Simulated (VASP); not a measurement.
Set up this calculation in VASP 6.6.1, as the native input.

```yaml
Task: single point
Functional: r2SCAN
Potentials_or_basis: VASP PAW PBE potentials, release 64 (Al, N)
Cutoff: 520 eV
k_mesh: 10 × 10 × 10
Occupations: gaussian, width 0.02 eV
Spin: no spin polarisation
Dipole_correction: no
Further_INCAR_settings: ALGO = Normal; EDIFF = 1e-06; NBANDS = 11
```

AlN:

```
Al N
1.0
     0.00000    2.18490    2.18490
     2.18490    0.00000    2.18490
     2.18490    2.18490    0.00000
Al N
1 1
Direct
  0.00000 0.00000 0.00000
  0.75000 0.75000 0.75000
```

One way to write it, as run:

POSCAR

```
AlN
1.0
    0.0000000000      2.1849006262      2.1849006262
    2.1849006262      0.0000000000      2.1849006262
    2.1849006262      2.1849006262      0.0000000000
Al N
1 1
Direct
    0.0000000000      0.0000000000      0.0000000000
    0.7500000000      0.7500000000      0.7500000000
```

INCAR.step1

```
  PREC = Accurate
  ENCUT = 520
  ISMEAR = 0
  SIGMA = 0.02
  LREAL = F
  LASPH = T
  NELM = 60
  NBANDS = 11
  GGA = PE
  ALGO = Normal
  EDIFF = 1E-4
  LWAVE = T
  LCHARG = F
```

INCAR.step2

```
  PREC = Accurate
  ENCUT = 520
  EDIFF = 1E-6
  ISMEAR = 0
  SIGMA = 0.02
  LREAL = F
  LASPH = T
  NELM = 60
  ALGO = Normal
  ISIF = 2
  LWAVE = F
  LCHARG = F
  METAGGA = R2SCAN
  LMIXTAU = T
  NBANDS = 11
  ISTART = 1
```

KPOINTS

```
Automatic mesh
0
Gamma
  10 10 10
```

Potentials or basis: VASP PAW PBE potentials, release 64 (Al, N).

Launch:

```bash
$ cat potpaw_PBE.64/Al/POTCAR potpaw_PBE.64/N/POTCAR > POTCAR
$ cp INCAR.step1 INCAR
$ mpirun -np 1 vasp_std > vasp.out
$ cp INCAR.step2 INCAR
$ mpirun -np 1 vasp_std > vasp.out
```

Results of the run:

* Pressure: -0.4 GPa
* Band gap on the k mesh: 3.93 eV, indirect (least direct gap 4.88 eV)

Caveat: the PAW data sets were made with another functional, which shifts forces and pressure a little.

It took 16 s on 1 thread of Intel(R) Xeon(R) 6975P-C (Granite Rapids), with other jobs on the host, peak memory 0.14 GiB.
